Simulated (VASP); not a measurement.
# Zr (P6_3/mmc) in VASP: notebook, part 2 of 2

VASP 6.6.1. The steps go on from the part before.

## 4. Electric field gradients, LDA (24.21 Å³/atom)

This run uses another cell than the first one, of 24.21 Å³/atom.

The input, INCAR:

```
PREC     = Accurate       # precision mode
ENCUT    = 520            # plane-wave cutoff, eV
EDIFF    = 1E-8           # SCF threshold, eV
ISMEAR   = -1             # smearing method
SIGMA    = 0.03           # smearing width, eV
LREAL    = False          # projectors in reciprocal space
LASPH    = True           # aspherical terms in the spheres
NELM     = 60             # most SCF steps
ALGO     = Normal         # electronic algorithm
ISIF     = 2              # what is computed and relaxed
LWAVE    = False          # write WAVECAR
LCHARG   = False          # write CHGCAR
GGA      = CA             # functional
LEFG     = True         
NBANDS   = 19             # bands
```

The input, KPOINTS:

```
regular mesh
0
Gamma
  13 13 7
```

The input, POSCAR:

```
Zr
1.0
    3.2745293923      0.0000000000      0.0000000000
   -1.6372646961      2.8358256391      0.0000000000
    0.0000000000      0.0000000000      5.2147314515
Zr
2
Direct
    0.3333333333      0.6666666667      0.2500000000
    0.6666666667      0.3333333333      0.7500000000
```

Potentials or basis: VASP PAW LDA potentials, release 64 (Zr_sv).

Run with:

```console
> cat potpaw_LDA.64/Zr_sv/POTCAR > POTCAR
> mpirun -np 1 vasp_std > vasp.out
```

OUTCAR:

```text
PREC = Accurate
   ENCUT = 520
   EDIFF = 1E-8
   ISMEAR = -1
   LREAL = False
   LASPH = True
   NELM = 60
   ISIF = 2
   GGA = CA

 ion  position               nearest neighbor table
   1  0.333  0.667  0.250-   2 3.22   2 3.22   2 3.22   2 3.22   2 3.22   2 3.22
   2  0.667  0.333  0.750-   1 3.22   1 3.22   1 3.22   1 3.22   1 3.22   1 3.22

  LATTYP: Found a hexagonal cell.
 ALAT       =     3.2745293923
 C/A-ratio  =     1.5925132521

  Lattice vectors:

 A1 = (   3.2745293923,   0.0000000000,   0.0000000000)
 A2 = (  -1.6372646961,   2.8358256391,   0.0000000000)
 A3 = (   0.0000000000,   0.0000000000,   5.2147314515)

Analysis of symmetry for initial positions (statically):
=====================================================================
 Subroutine PRICEL returns:
 Original cell was already a primitive cell.

 Routine SETGRP: Setting up the symmetry group for a
[... 718 lines left out ...]
  energy-cutoff  :      520.00
  volume of cell :       48.42
      direct lattice vectors                 reciprocal lattice vectors
     3.274529392  0.000000000  0.000000000     0.305387395  0.176315495  0.000000000
    -1.637264696  2.835825639  0.000000000     0.000000000  0.352630989  0.000000000
     0.000000000  0.000000000  5.214731451     0.000000000  0.000000000  0.191764429

 POSITION                                       TOTAL-FORCE (eV/Angst)
 -----------------------------------------------------------------------------------
     -0.00000      1.89055      1.30368        -0.000000      0.000000      0.000000
      1.63726      0.94528      3.91105         0.000000     -0.000000      0.000000
 -----------------------------------------------------------------------------------
    total drift:                                0.000000     -0.000000      0.000000

  FREE ENERGIE OF THE ION-ELECTRON SYSTEM (eV)
  ---------------------------------------------------
  free  energy   TOTEN  =       -18.4398419785 eV

  energy  without entropy=      -18.4324984901  energy(sigma->0) =      -18.43617023

 Electric field gradients (V/A^2)
---------------------------------------------------------------------
 ion       V_xx      V_yy      V_zz      V_xy      V_xz      V_yz
---------------------------------------------------------------------
   1     -18.199   -18.199    36.398     0.000    -0.000     0.000
   2     -18.199   -18.199    36.398     0.000     0.000    -0.000
---------------------------------------------------------------------

 Electric field gradients after diagonalization (V/A^2)
 (convention: |V_zz| > |V_xx| > |V_yy|)
----------------------------------------------------------------------
 ion       V_xx      V_yy      V_zz     asymmetry (V_yy - V_xx)/ V_zz
----------------------------------------------------------------------
   1     -18.199   -18.199    36.398       0.000
   2     -18.199   -18.199    36.398       0.000
----------------------------------------------------------------------

           NMR quadrupolar parameters

 Cq : quadrupolar parameter    Cq=e*Q*V_zz/h
 eta: asymmetry parameters     (V_yy - V_xx)/ V_zz
 Q  : nuclear electric quadrupole moment in mb (millibarn)
----------------------------------------------------------------------
 ion       Cq(MHz)       eta       Q (mb)
----------------------------------------------------------------------
   1       0.088       0.000       1.000
   2       0.088       0.000       1.000
----------------------------------------------------------------------
```

OSZICAR:

```text
N       E                     dE             d eps       ncg     rms          rms(c)
DAV:   1     0.210264305696E+03    0.21026E+03   -0.13172E+04  3200   0.125E+03
DAV:   2    -0.321989865169E+01   -0.21348E+03   -0.20980E+03  3712   0.364E+02
DAV:   3    -0.188519058240E+02   -0.15632E+02   -0.15501E+02  5774   0.708E+01
DAV:   4    -0.192810456792E+02   -0.42914E+00   -0.42847E+00  3831   0.119E+01
DAV:   5    -0.192934030535E+02   -0.12357E-01   -0.12354E-01  4775   0.146E+00    0.134E+01
DAV:   6    -0.185842186565E+02    0.70918E+00   -0.10662E+00  3510   0.729E+00    0.510E+00
DAV:   7    -0.184391795017E+02    0.14504E+00   -0.62010E-01  4656   0.471E+00    0.108E+00
DAV:   8    -0.184396490966E+02   -0.46959E-03   -0.27516E-02  4287   0.133E+00    0.253E-01
DAV:   9    -0.184398445393E+02   -0.19544E-03   -0.16715E-03  4334   0.326E-01    0.227E-02
DAV:  10    -0.184398391848E+02    0.53545E-05   -0.55526E-05  4535   0.400E-02    0.203E-02
DAV:  11    -0.184398420495E+02   -0.28647E-05   -0.69881E-06  3716   0.273E-02    0.158E-03
DAV:  12    -0.184398419863E+02    0.63199E-07   -0.36281E-07  4242   0.426E-03    0.980E-04
DAV:  13    -0.184398419785E+02    0.77898E-08   -0.33024E-08  3165   0.831E-04
   1 F= -.18439842E+02 E0= -.18436170E+02  d E =-.734349E-02
```

stdout:

```text
POSCAR found type information on POSCAR Zr
 POSCAR found :  1 types and       2 ions
 scaLAPACK will be used
 LDA part: xc-table for (Slater(with rela. corr.)+CA(PZ))
 , standard interpolation
 POSCAR, INCAR and KPOINTS ok, starting setup
 FFT: planning ... GRIDC
 FFT: planning ... GRID_SOFT
 FFT: planning ... GRID
 WAVECAR not read
 entering main loop
ion   1

ion   2
```

Run time: 33 s. Hardware: 1 thread of Intel Xeon Platinum 8488C (Sapphire Rapids), shared host; peak memory 0.18 GiB.

Results:

* Free energy: -18.4398 eV
* Pressure: -9.1 GPa
* Band gap on the k mesh: zero (bands 12 and 13 overlap by 1.05 eV)
* Largest electric field gradient by atom: Zr +36.4 V/Å²

Stress tensor (GPa, compression positive):
```
-9.28  0.00  0.00
 0.00 -9.28  0.00
 0.00  0.00 -8.69
```

Electric field gradients, principal values (V/Å²):
```
atom    least   middle  greatest (by size)
1 Zr  -18.199  -18.199              36.398
2 Zr  -18.199  -18.199              36.398
```

Caveat: the cell stands under tension; without QUAD_EFG the Cq values of the log hold for a quadrupole moment of 1 mb, not for the nuclei.

## 5. Electric field gradients, LDA (zz strain of -1 %)

The input, INCAR:

```
PREC = Accurate
ENCUT = 520
EDIFF = 1E-8
ISMEAR = -1
SIGMA = 0.03
LREAL = F
LASPH = T
NELM = 80
ALGO = Normal
ISIF = 2
LWAVE = F
LCHARG = F
LEFG = T
NBANDS = 19
```

KPOINTS is that of step 4.

The input, POSCAR:

```
Zr
1.0
    3.2319982225      0.0000000000      0.0000000000
   -1.6159991112      2.7989925656      0.0000000000
    0.0000000000      0.0000000000      5.0955300000
Zr
2
Direct
    0.3333333333      0.6666666667      0.2500000000
    0.6666666667      0.3333333333      0.7500000000
```

Potentials or basis: VASP PAW LDA potentials, release 64 (Zr_sv).

Run with:

```console
> cat potpaw_LDA.64/Zr_sv/POTCAR > POTCAR
> mpirun -np 1 vasp_std > vasp.out
```

OUTCAR:

```text
PREC = Accurate
   ENCUT = 520
   EDIFF = 1E-8
   ISMEAR = -1
   LREAL = F
   LASPH = T
   NELM = 80
   ISIF = 2

 ion  position               nearest neighbor table
   1  0.333  0.667  0.250-   2 3.16   2 3.16   2 3.16   2 3.16   2 3.16   2 3.16
   2  0.667  0.333  0.750-   1 3.16   1 3.16   1 3.16   1 3.16   1 3.16   1 3.16

  LATTYP: Found a hexagonal cell.
 ALAT       =     3.2319982225
 C/A-ratio  =     1.5765881195

  Lattice vectors:

 A1 = (   3.2319982225,   0.0000000000,   0.0000000000)
 A2 = (  -1.6159991112,   2.7989925656,   0.0000000000)
 A3 = (   0.0000000000,   0.0000000000,   5.0955300000)

Analysis of symmetry for initial positions (statically):
=====================================================================
 Subroutine PRICEL returns:
 Original cell was already a primitive cell.

 Routine SETGRP: Setting up the symmetry group for a
 hexagonal supercell.

 Subroutine GETGRP returns: Found 24 space group operations
 (whereof 12 operations were pure point group operations)
 out of a pool of 24 trial point group operations.

The static configuration has the point symmetry D_3d.
 The point group associated with its full space group is D_6h.

Analysis of symmetry for dynamics (positions and initial velocities):
=====================================================================
 Subroutine PRICEL returns:
 Original cell was already a primitive cell.

 Routine SETGRP: Setting up the symmetry group for a
 hexagonal supercell.

 Subroutine GETGRP returns: Found 24 space group operations
 (whereof 12 operations were pure point group operations)
 out of a pool of 24 trial point group operations.
[... 149 lines left out ...]
 E-fermi :   8.9313     XC(G=0): -11.3404

 val. band max:        8.9287049871   @ k =   0.3846   0.1538   0.2857
 cond. band min:       8.9318367152   @ k =   0.2308   0.1538   0.4286
 fundamental gap:      0.0031317281
 Fermi energy:         8.9312702397

 k-point     1 :       0.0000    0.0000    0.0000
  band No.  band energies     occupation
      1     -39.6390      2.00000
      2     -39.4671      2.00000
      3     -18.3479      2.00000
      4     -17.4327      2.00000
      5     -17.4327      2.00000
      6     -17.2759      2.00000
[... 505 lines left out ...]
      6     -17.4741      2.00000
[... 11 lines left out ...]
     18      11.2022      0.00000
     19      13.6873      0.00000

 [... further k-points ...]
[... 5 lines left out ...]
  --------------------------------------------------------------------------------------
  -------------------------------------------------------------------------------------
  Total       -1.6341482     -1.6341482     -1.1707462     -0.0000000      0.0000000     -0.0000000
  in kB      -56.7988838    -56.7988838    -40.6921938     -0.0000000      0.0000000     -0.0000000
  external PRESSURE =     -51.4299871 kB  Pullay stress =       0.0000000 kB

 VOLUME and BASIS-vectors are now :
 -----------------------------------------------------------------------------
  energy-cutoff  :      520.00
  volume of cell :       46.10
      direct lattice vectors                 reciprocal lattice vectors
     3.231998223  0.000000000  0.000000000     0.309406111  0.178635701  0.000000000
    -1.615999111  2.798992566  0.000000000     0.000000000  0.357271403  0.000000000
     0.000000000  0.000000000  5.095530000     0.000000000  0.000000000  0.196250439

 POSITION                                       TOTAL-FORCE (eV/Angst)
 -----------------------------------------------------------------------------------
     -0.00000      1.86600      1.27388        -0.000000      0.000000      0.000000
      1.61600      0.93300      3.82165         0.000000     -0.000000      0.000000
 -----------------------------------------------------------------------------------
    total drift:                               -0.000000      0.000000     -0.000000

  FREE ENERGIE OF THE ION-ELECTRON SYSTEM (eV)
  ---------------------------------------------------
  free  energy   TOTEN  =       -18.5411354261 eV

  energy  without entropy=      -18.5334133322  energy(sigma->0) =      -18.53727438

 Electric field gradients (V/A^2)
---------------------------------------------------------------------
 ion       V_xx      V_yy      V_zz      V_xy      V_xz      V_yz
---------------------------------------------------------------------
   1     -24.298   -24.298    48.596     0.000     0.000    -0.000
   2     -24.298   -24.298    48.596     0.000    -0.000     0.000
---------------------------------------------------------------------

 Electric field gradients after diagonalization (V/A^2)
 (convention: |V_zz| > |V_xx| > |V_yy|)
----------------------------------------------------------------------
 ion       V_xx      V_yy      V_zz     asymmetry (V_yy - V_xx)/ V_zz
----------------------------------------------------------------------
   1     -24.298   -24.298    48.596       0.000
   2     -24.298   -24.298    48.596       0.000
----------------------------------------------------------------------

           NMR quadrupolar parameters

 Cq : quadrupolar parameter    Cq=e*Q*V_zz/h
 eta: asymmetry parameters     (V_yy - V_xx)/ V_zz
 Q  : nuclear electric quadrupole moment in mb (millibarn)
----------------------------------------------------------------------
 ion       Cq(MHz)       eta       Q (mb)
----------------------------------------------------------------------
   1       0.118       0.000       1.000
   2       0.118       0.000       1.000
----------------------------------------------------------------------
```

OSZICAR:

```text
N       E                     dE             d eps       ncg     rms          rms(c)
DAV:   1     0.210786490876E+03    0.21079E+03   -0.13281E+04  3192   0.125E+03
DAV:   2    -0.348038826296E+01   -0.21427E+03   -0.21037E+03  3739   0.368E+02
DAV:   3    -0.188928432554E+02   -0.15412E+02   -0.15260E+02  5681   0.708E+01
DAV:   4    -0.193113984418E+02   -0.41856E+00   -0.41809E+00  3833   0.117E+01
DAV:   5    -0.193221738359E+02   -0.10775E-01   -0.10773E-01  4640   0.137E+00    0.147E+01
DAV:   6    -0.186705746711E+02    0.65160E+00   -0.96730E-01  3473   0.712E+00    0.578E+00
DAV:   7    -0.185393163415E+02    0.13126E+00   -0.59100E-01  4620   0.472E+00    0.108E+00
DAV:   8    -0.185409069277E+02   -0.15906E-02   -0.28761E-02  4144   0.137E+00    0.244E-01
DAV:   9    -0.185411409418E+02   -0.23401E-03   -0.13994E-03  4296   0.313E-01    0.234E-02
DAV:  10    -0.185411332160E+02    0.77257E-05   -0.44683E-05  4588   0.393E-02    0.208E-02
DAV:  11    -0.185411354793E+02   -0.22633E-05   -0.70891E-06  3655   0.281E-02    0.155E-03
DAV:  12    -0.185411354297E+02    0.49591E-07   -0.30177E-07  4363   0.376E-03    0.119E-03
DAV:  13    -0.185411354261E+02    0.36439E-08   -0.28308E-08  3119   0.705E-04
   1 F= -.18541135E+02 E0= -.18537274E+02  d E =-.772209E-02
```

It took 69 s on 1 thread of Intel Xeon 8259CL, shared host; peak memory 0.18 GiB.

What came out:

```yaml
Free_energy: -18.5411 eV
Pressure: -5.1 GPa
Band_gap_on_the_k_mesh: zero (bands 12 and 13 overlap by 1.17 eV)
Largest_electric_field_gradient_by_atom: Zr +48.6 V/Å²
```

Stress tensor (GPa, compression positive):
```
-5.68  0.00  0.00
 0.00 -5.68  0.00
 0.00  0.00 -4.07
```

Electric field gradients, principal values (V/Å²):
| atom | least | middle | greatest (by size) |
| --- | --- | --- | --- |
| 1 Zr | -24.298 | -24.298 | 48.596 |
| 2 Zr | -24.298 | -24.298 | 48.596 |

Caveat: the cell differs from its parent crystal (zz strain of -1 %); the cell stands under tension; without QUAD_EFG the Cq values of the log hold for a quadrupole moment of 1 mb, not for the nuclei.

## 6. The runs side by side

| cell | gap on the mesh (eV) | pressure (GPa) |
| --- | --- | --- |
| a = 3.253, b = 3.253, c = 5.181 Å, angles 90.0, 90.0, 120.0°, 2 atoms | none | -7.6 |
| a = 3.275, b = 3.275, c = 5.215 Å, angles 90.0, 90.0, 120.0°, 2 atoms | none | -9.1 |
| a = 3.232, b = 3.232, c = 5.096 Å, angles 90.0, 90.0, 120.0°, 2 atoms | none | -5.1 |

Alike in all rows: task electric field gradients; level LDA; potentials or basis VASP PAW LDA potentials, release 64 (Zr_sv); no spin polarisation; k mesh 13 × 13 × 7; cutoff (eV) 520; smearing fermi-dirac 0.03 eV.

Caveats: the cell stands under tension.

Absolute energies hang on the potentials; compare differences alone.
